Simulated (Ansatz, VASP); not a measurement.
## SiC: VASP beside Ansatz

File INCAR:

```
PREC = Accurate
ENCUT = 600
EDIFF = 1E-6
ISMEAR = 0
SIGMA = 0.05
LREAL = False
LASPH = True
NELM = 120
ALGO = Normal
ISIF = 2
LWAVE = False
LCHARG = False
GGA = PS
NBANDS = 11
GGA_COMPAT = False
```

File KPOINTS:

```
Automatic mesh
0
Gamma
  16 16 16
```

POSCAR

```
SiC
1.0
    0.0000000000      1.8270984227      1.8270984227
    1.8270984227      0.0000000000      1.8270984227
    1.8270984227      1.8270984227      0.0000000000
Si C
1 1
Direct
    0.0000000000      0.0000000000      0.0000000000
    0.5000000000      0.5000000000      0.5000000000
```

Input for Ansatz:

```yaml
crystal:
  lattice:
    - [0.0, 1.8270984227, 1.8270984227]
    - [1.8270984227, 0.0, 1.8270984227]
    - [1.8270984227, 1.8270984227, 0.0]
  atoms:
    - { symbol: Si, position: [0.0, 0.0, 0.0] }
    - { symbol: C, position: [0.5, 0.5, 0.5] }
scf:
  occupations: { method: gaussian, width: 0.05 }
output:
  forces: true
  stress: true
  eigenvalues: true
hamiltonian:
  xc: pbesol
basis:
  ecutwfc: 560
kpoints:
  mp_grid: { grid: [16, 16, 16] }
```

Alike in both runs: task single point; functional PBEsol; k mesh 16 × 16 × 16; occupations gaussian, width 0.05 eV; no spin polarisation.

|  | VASP | Ansatz |
| --- | --- | --- |
| version | VASP 6.6.1 | Ansatz 0.2.0 |
| potentials or method | VASP PAW PBE potentials, release 64 (Si, C), cutoff 600 eV | scalar-relativistic, plane waves, PAW |
| valence electrons in the cell | 8 | 8 |

VASP gave:

```
gap on the k mesh at the Fermi level (eV) : 0.78
least direct gap on the mesh (eV)         : 6.45
```

Q: Which values does Ansatz return?

A: gap on the k mesh at the Fermi level (eV): 0.81; least direct gap on the mesh (eV): 6.47.

VASP's potentials were made for PBE, not for PBEsol. The functional is the same, so the differences come from potentials, cutoffs and numerics.
